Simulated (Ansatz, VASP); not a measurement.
**ScAl7N8 in VASP and in Ansatz**

```
Sc Al N
1.0
     0.00000    0.00000   -5.00228
     3.17140    5.49302    0.00000
     3.17140   -5.49302    0.00000
Sc Al N
1 7 8
Direct
  0.00946 0.16667 0.33333
  0.00272 0.16772 0.83386
  0.00272 0.66614 0.33228
  0.00272 0.66614 0.83386
  0.50052 0.33665 0.67330
  0.50052 0.33665 0.16335
  0.50390 0.83333 0.66667
  0.50052 0.82670 0.16335
  0.58562 0.16667 0.33333
  0.62077 0.16526 0.83263
  0.62077 0.66737 0.33474
  0.62077 0.66737 0.83263
  0.12316 0.34382 0.68764
  0.12316 0.34382 0.15618
  0.11948 0.83333 0.66667
  0.12316 0.81236 0.15618
```

Alike in both runs: task relaxation of cell and atoms; functional PBEsol; k mesh 6 × 6 × 6; occupations gaussian, width 0.02 eV; no spin polarisation.

|  | VASP | Ansatz |
| --- | --- | --- |
| version | VASP 6.6.1 | Ansatz 0.2.0 |
| potentials or method | VASP PAW PBE potentials, release 64 (Sc_sv, Al, N), cutoff 600 eV | scalar-relativistic, plane waves, PAW |
| valence electrons in the cell | 72 | 72 |

VASP gave:

* gap on the k mesh at the Fermi level, each at its own relaxed structure (eV): 3.95
* relaxed volume (Å³/atom): 10.88
* relaxed cell length with the largest relative difference (Å): 5.008

Task: Which values does Ansatz return?

Result: gap on the k mesh at the Fermi level, each at its own relaxed structure (eV): 3.93; relaxed volume (Å³/atom): 10.88; relaxed cell length with the largest relative difference (Å): 5.007.

VASP's potentials were made for PBE, not for PBEsol.
